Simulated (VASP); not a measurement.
# Mg (I4/mmm) in VASP: a series of runs

Mg is run at these levels: PBEsol; tasks: single point.

Everything below comes from runs of VASP 6.6.1. Logs are shortened: lines on timing, memory, paths and dates and some standing lists are left out, and cuts for length are marked.

## 1. The cell of the first run

It takes space group I4/mmm (No. 139, tetragonal). The conventional cell has a = 3.578 Å, b = 3.578 Å, c = 3.515 Å, α = 90.00°, β = 90.00°, γ = 90.00°. Mg (site symmetry 4/mmm) has 14 Mg at 3.08 to 3.58 Å within 4.1 Å.

## 2. Single point, PBEsol

Input file INCAR:

```
SYSTEM = Mg
PREC = Accurate ; ENCUT = 520
EDIFF = 1E-7 ; ISMEAR = -1
SIGMA = 0.05 ; LREAL = .FALSE.
LASPH = .TRUE. ; NELM = 100
ALGO = Normal ; ISIF = 2
LWAVE = .FALSE. ; LCHARG = .FALSE.
GGA = PS ; NBANDS = 7
```

Input file KPOINTS:

```
regular mesh
0
G
  14 14 14
  0 0 0
```

Input file POSCAR:

```
Mg
1.0
   -1.7888821163      1.7888821163      1.7574095483
    1.7888821163     -1.7888821163      1.7574095483
    1.7888821163      1.7888821163     -1.7574095483
Mg
1
Direct
    0.0000000000      0.0000000000      0.0000000000
```

Potentials or basis: VASP PAW PBE potentials, release 64 (Mg).

Run with:

```console
> cat potpaw_PBE.64/Mg/POTCAR > POTCAR
> mpirun -np 1 vasp_std > vasp.out
```

OUTCAR:

```text
SYSTEM = Mg
   PREC = Accurate
   ENCUT = 520
   EDIFF = 1E-7
   ISMEAR = -1
   LREAL = .FALSE.
   LASPH = .TRUE.
   NELM = 100
   ISIF = 2
   GGA = PS

 ion  position               nearest neighbor table
   1  0.000  0.000  0.000-

  LATTYP: Found a body centered tetragonal cell.
 ALAT       =     3.5777642326
 C/A-ratio  =     0.9824065724

  Lattice vectors:

 A1 = (  -1.7888821163,   1.7888821163,   1.7574095483)
 A2 = (   1.7888821163,  -1.7888821163,   1.7574095483)
 A3 = (   1.7888821163,   1.7888821163,  -1.7574095483)

Analysis of symmetry for initial positions (statically):
=====================================================================
 Subroutine PRICEL returns:
 Original cell was already a primitive cell.

 Routine SETGRP: Setting up the symmetry group for a
 body centered tetragonal supercell.

 Subroutine GETGRP returns: Found 16 space group operations
 (whereof 16 operations were pure point group operations)
 out of a pool of 16 trial point group operations.

The static configuration has the point symmetry D_4h.

Analysis of symmetry for dynamics (positions and initial velocities):
=====================================================================
 Subroutine PRICEL returns:
 Original cell was already a primitive cell.

 Routine SETGRP: Setting up the symmetry group for a
 body centered tetragonal supercell.

 Subroutine GETGRP returns: Found 16 space group operations
 (whereof 16 operations were pure point group operations)
 out of a pool of 16 trial point group operations.

The dynamic configuration has the point symmetry D_4h.

 Subroutine INISYM returns: Found 16 space group operations
 (whereof 16 operations are pure point group operations),
 and found     1 'primitive' translations

----------------------------------------------------------------------------------------

                                     Primitive cell

  volume of cell :      22.4955

  direct lattice vectors                    reciprocal lattice vectors
    -1.788882116  1.788882116  1.757409548     0.000000000  0.279504164  0.284509664
     1.788882116 -1.788882116  1.757409548     0.279504164  0.000000000  0.284509664
     1.788882116  1.788882116 -1.757409548     0.279504164  0.279504164  0.000000000

  length of vectors
     3.080371207  3.080371207  3.080371207     0.398833708  0.398833708  0.395278579

  position of ions in fractional coordinates (direct lattice)
     0.000000000  0.000000000  0.000000000

  ion indices of the primitive-cell ions
   primitive index   ion index
                 1           1

----------------------------------------------------------------------------------------

 KPOINTS: regular mesh

Automatic generation of k-mesh.
 Grid dimensions read from file:
 generate k-points for:   14   14   14

 Generating k-lattice:

  Cartesian coordinates                     Fractional coordinates (reciprocal lattice)
     0.000000000  0.019964583  0.020322119     0.071428571 -0.000000000  0.000000000
     0.019964583  0.000000000  0.020322119    -0.000000000  0.071428571  0.000000000
     0.019964583  0.019964583  0.000000000     0.000000000  0.000000000  0.071428571

  Length of vectors
     0.028488122  0.028488122  0.028234184

  Shift w.r.t. Gamma in fractional coordinates (k-lattice)
     0.000000000  0.000000000  0.000000000

 Subroutine IBZKPT returns following result:
 ===========================================

 Found    244 irreducible k-points:

 Following reciprocal coordinates:
            Coordinates               Weight
  0.000000  0.000000  0.000000      1.000000
  0.071429  0.000000 -0.000000      8.000000
  0.142857 -0.000000  0.000000      8.000000
  0.214286 -0.000000  0.000000      8.000000
  0.285714  0.000000  0.000000      8.000000
  0.357143 -0.000000  0.000000      8.000000
[... 16 lines left out ...]
  0.214286  0.142857  0.000000     16.000000
  0.285714  0.142857  0.000000     16.000000
 [... further k-points ...]
   k-points           NKPTS =    244   k-points in BZ     NKDIM =    244   number of bands    NBANDS=      7
   number of dos      NEDOS =    301   number of ions     NIONS =      1
   total plane-waves  NPLWV =  13824
   dimension x,y,z NGX =    24 NGY =   24 NGZ =   24
   dimension x,y,z NGXF=    48 NGYF=   48 NGZF=   48
   ions per type =               1
   NGX,Y,Z   is equivalent  to a cutoff of  12.95, 12.95, 12.95 a.u.
   NGXF,Y,Z  is equivalent  to a cutoff of  25.91, 25.91, 25.91 a.u.
 SYSTEM =  Mg
   PREC   = accura    normal or accurate (medium, high low for compatibility)
   ISTART =      0    job   : 0-new  1-cont  2-samecut
   ICHARG =      2    charge: 1-file 2-atom 10-const
   ISPIN  =      1    spin polarized calculation?
   LNONCOLLINEAR =      F non collinear calculations
   LSORBIT =      F    spin-orbit coupling
   LASPH  =      T    aspherical Exc in radial PAW
   ENCUT  =  520.0 eV  38.22 Ry    6.18 a.u.   5.73  5.73  5.73*2*pi/ulx,y,z
   NELM   =    100;   NELMIN=  2; NELMDL= -5     # of ELM steps
   EDIFF  = 0.1E-06   stopping-criterion for ELM
   LREAL  =      F    real-space projection
   EDIFFG = 0.1E-05   stopping-criterion for IOM
   NSW    =      0    number of steps for IOM
   IBRION =     -1    ionic relax: 0-MD 1-quasi-New 2-CG
   NFREE  =      0    steps in history (QN), initial steepest desc. (CG)
   ISIF   =      2    stress and relaxation
   ISYM   =      2    0-nonsym 1-usesym 2-fastsym
   POTIM  = 0.5000    time-step for ionic-motion
   TEBEG  =    0.0;   TEEND  =   0.0 temperature during run
   PSTRESS=    0.0 pullay stress
   NELECT =       2.0000    total number of electrons
   NUPDOWN=      -1.0000    fix difference up-down
   EMIN   =  10.00;   EMAX   =-10.00  energy-range for DOS
   EFERMI =   0.00;   METHOD = LEGACY
   ISMEAR =    -1;   SIGMA  =   0.05  broadening in eV -4-tet -1-fermi 0-gaus
   EFERMI_NEDOS =   21; number of points for ismear=-14 and -15
   IALGO  =     38    algorithm
   IMIX   =      4    mixing-type and parameters
     AMIX     =   0.40;   BMIX     =  1.00
     AMIX_MAG =   1.60;   BMIX_MAG =  1.00
  volume/ion in A,a.u.               =      22.50       151.81
  Fermi-wavevector in a.u.,A,eV,Ry     =   0.730667  1.380760  7.263796  0.533874
  Thomas-Fermi vector in A             =   1.822693
   LORBIT       =      0    0 simple, 1 ext, 2 COOP (PROOUT), +10 PAW based schemes
   GGA     = PS    functional components
   LHFCALC =     F    Hartree Fock is set to
   AEXX    =    0.0000 exact exchange contribution
   IVDW    =     0    specifies the selected vdW correction
   LEPSILON=     F    determine dielectric tensor
   LRPA    =     F    only Hartree local field effects (RPA)
 non-spin polarized calculation
  energy-cutoff  :      520.00
  volume of cell :       22.50
 maximum number of plane-waves:       624
   NGX = 11   NGY = 11   NGZ = 11

 number of electron       2.0000000 magnetization

 Free energy of the ion-electron system (eV)
  ---------------------------------------------------
  ext. energy  EPLUGINS =         0.00000000
  ---------------------------------------------------
  free energy    TOTEN  =        -1.69832446 eV

  energy without entropy =       -1.69535319  energy(sigma->0) =       -1.69683883

 E-fermi :   2.7590     XC(G=0):  -8.6005

 val. band max:        2.7557428682   @ k =   0.3571   0.3571   0.0714
 cond. band min:       2.7640423544   @ k =   0.5000   0.5000   0.2143
 fundamental gap:      0.0082994862
 Fermi energy:         2.7590431630

 k-point     1 :       0.0000    0.0000    0.0000
  band No.  band energies     occupation
      1      -4.3152      2.00000
      2      15.6127      0.00000
      3      15.9713      0.00000
      4      15.9713      0.00000
      5      17.6934      0.00000
      6      17.9889      0.00000
      7      17.9895      0.00000

 k-point     2 :       0.0714    0.0000   -0.0000
  band No.  band energies     occupation
      1      -4.1928      2.00000
      2      14.5879      0.00000
      3      15.0480      0.00000
      4      15.3780      0.00000
      5      16.6618      0.00000
      6      17.1765      0.00000
      7      18.2651      0.00000

 k-point     3 :       0.1429   -0.0000    0.0000
  band No.  band energies     occupation
      1      -3.8263      2.00000
      2      12.1170      0.00000
      3      14.0650      0.00000
      4      14.4135      0.00000
      5      15.5547      0.00000
      6      16.5183      0.00000
      7      18.6501      0.00000

 k-point     4 :       0.2143   -0.0000    0.0000
  band No.  band energies     occupation
      1      -3.2188      2.00000
      2       9.6551      0.00000
      3      13.1195      0.00000
      4      13.5766      0.00000
      5      14.6143      0.00000
      6      15.8601      0.00000
      7      19.2346      0.00000

 k-point     5 :       0.2857    0.0000    0.0000
  band No.  band energies     occupation
      1      -2.3748      2.00000
      2       7.3457      0.00000
      3      12.3384      0.00000
      4      12.9255      0.00000
      5      13.8778      0.00000
      6      15.2458      0.00000
      7      19.9443      0.00000
[... 161 lines left out ...]
 k-point    22 :       0.1429    0.1429    0.0000
  band No.  band energies     occupation
      1      -2.8476      2.00000
      2       9.6059      0.00000
      3      10.2753      0.00000
      4      12.9358      0.00000
      5      15.8880      0.00000
      6      16.6586      0.00000
      7      19.3628      0.00000

 k-point    23 :       0.2143    0.1429    0.0000
  band No.  band energies     occupation
      1      -2.0029      2.00000
      2       7.5662      0.00000
      3       9.2478      0.00000
      4      12.2731      0.00000
      5      15.4687      0.00000
      6      16.9744      0.00000
      7      18.9420      0.00000

 k-point    24 :       0.2857    0.1429    0.0000
  band No.  band energies     occupation
      1      -0.9302      2.00000
      2       5.4932      0.00000
      3       8.6387      0.00000
      4      11.7912      0.00000
      5      14.9846      0.00000
      6      17.3992      0.00000
      7      18.9160      0.00000

 [... further k-points ...]
[... 5 lines left out ...]
  --------------------------------------------------------------------------------------
  -------------------------------------------------------------------------------------
  Total       -0.0081914     -0.0081914     -0.0104218      0.0000000      0.0000000      0.0000000
  in kB       -0.5834050     -0.5834050     -0.7422610      0.0000000      0.0000000      0.0000000
  external PRESSURE =      -0.6363570 kB  Pullay stress =       0.0000000 kB

 VOLUME and BASIS-vectors are now :
 -----------------------------------------------------------------------------
  energy-cutoff  :      520.00
  volume of cell :       22.50
      direct lattice vectors                 reciprocal lattice vectors
    -1.788882116  1.788882116  1.757409548     0.000000000  0.279504164  0.284509664
     1.788882116 -1.788882116  1.757409548     0.279504164  0.000000000  0.284509664
     1.788882116  1.788882116 -1.757409548     0.279504164  0.279504164  0.000000000

 POSITION                                       TOTAL-FORCE (eV/Angst)
 -----------------------------------------------------------------------------------
      0.00000      0.00000      0.00000         0.000000     -0.000000      0.000000
 -----------------------------------------------------------------------------------
    total drift:                                0.000000      0.000000     -0.000000

  FREE ENERGIE OF THE ION-ELECTRON SYSTEM (eV)
  ---------------------------------------------------
  free  energy   TOTEN  =        -1.6983244636 eV

  energy  without entropy=       -1.6953531903  energy(sigma->0) =       -1.69683883
```

It took 21 s on 1 thread of AMD EPYC 7R13 (Zen 3), shared host; peak memory 0.13 GiB.

What came out:

```yaml
Free_energy: -1.6983 eV
Pressure: -0.1 GPa
Band_gap_on_the_k_mesh: zero (band 1 reaches 6.49 eV, above the bottom of band 2 at 1.72 eV)
```

Levels at points of the mesh, in eV from the Fermi level:
```
           k point  band 1  band 2  band 3  band 4
(0.00, 0.00, 0.00)   -7.07   12.85   13.21   13.21
(0.50, 0.00, 0.00)   -1.53   -0.91    8.54    9.33
(0.50, 0.50, 0.00)   -1.61   -1.03    8.86    9.63
(0.50, 0.50, 0.50)    3.73    3.73    3.88    4.04
```

Caveat: the PAW data sets were made with another functional, which shifts forces and pressure a little.

## 3. Single point, PBEsol

Input file INCAR:

```
PREC = Accurate ; ENCUT = 520
EDIFF = 1E-6 ; ISMEAR = -1
SIGMA = 0.05 ; LREAL = False
LASPH = True ; NELM = 100
ALGO = Normal ; ISIF = 2
LWAVE = False ; LCHARG = False
GGA = PS ; NBANDS = 7
```

Input file KPOINTS:

```
regular mesh
0
Gamma
  14 14 14
```

POSCAR is that of step 2.

Potentials or basis: VASP PAW PBE potentials, release 64 (Mg).

Run with:

```console
> cat potpaw_PBE.64/Mg/POTCAR > POTCAR
> mpirun -np 1 vasp_std > vasp.out
```

It took 21 s on 1 thread of AMD EPYC 7R13 (Zen 3), shared host; peak memory 0.14 GiB.

Results (log left out):

```yaml
Free_energy: -1.6983 eV
Pressure: -0.1 GPa
Band_gap_on_the_k_mesh: zero (band 1 reaches 6.49 eV, above the bottom of band 2 at 1.72 eV)
```

Levels at points of the mesh, in eV from the Fermi level:
```csv
k point,band 1,band 2,band 3,band 4,band 5
"(0.00, 0.00, 0.00)",-7.07,12.85,13.21,13.21,14.93
"(0.50, 0.00, 0.00)",-1.53,-0.91,8.54,9.33,10.17
"(0.50, 0.50, 0.00)",-1.61,-1.03,8.86,9.63,10.51
"(0.50, 0.50, 0.50)",3.73,3.73,3.88,4.04,4.15
```

Caveat: the PAW data sets were made with another functional, which shifts forces and pressure a little.
